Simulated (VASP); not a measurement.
GaN (zincblende type):

```
CELL_PARAMETERS angstrom
0.00000 2.16709 2.16709
2.16709 0.00000 2.16709
2.16709 2.16709 0.00000
ATOMIC_POSITIONS crystal
Ga 0.00000 0.00000 0.00000
N 0.25000 0.25000 0.25000
```

* Program: VASP 6.6.1
* Task: relaxation of cell and atoms
* Functional: LDA
* Potentials or basis: VASP PAW LDA potentials, release 64 (Ga_d, N)
* Cutoff: 600 eV
* k mesh: 13 × 13 × 13
* Occupations: fermi-dirac, width 0.02 eV
* Spin: no spin polarisation

At the start: pressure 21.3 GPa; volume 10.18 Å³/atom.

Question: Where does the relaxation end?

Answer: Over 5 steps the energy falls by 57.9 meV/atom and the volume is 11.11 Å³/atom (+9.2 %); space group F-43m (No. 216, to 0.1 Å) before and after.

The path:
```csv
step,energy change (eV),largest force (eV/Å),pressure (GPa),volume (Å³)
1,0.0000,0.0000,21.30,20.35
2,0.0168,0.0000,-16.19,24.61
3,-0.1158,0.0000,-0.32,22.26
4,-0.1159,0.0000,0.09,22.22
5,-0.1159,0.0000,0.05,22.22
```

Final structure:
```
Ga N
1.0
     0.00000    2.23153    2.23153
     2.23153    0.00000    2.23153
     2.23153    2.23153    0.00000
Ga N
1 1
Direct
  0.00000 0.00000 0.00000
  0.25000 0.25000 0.25000
```
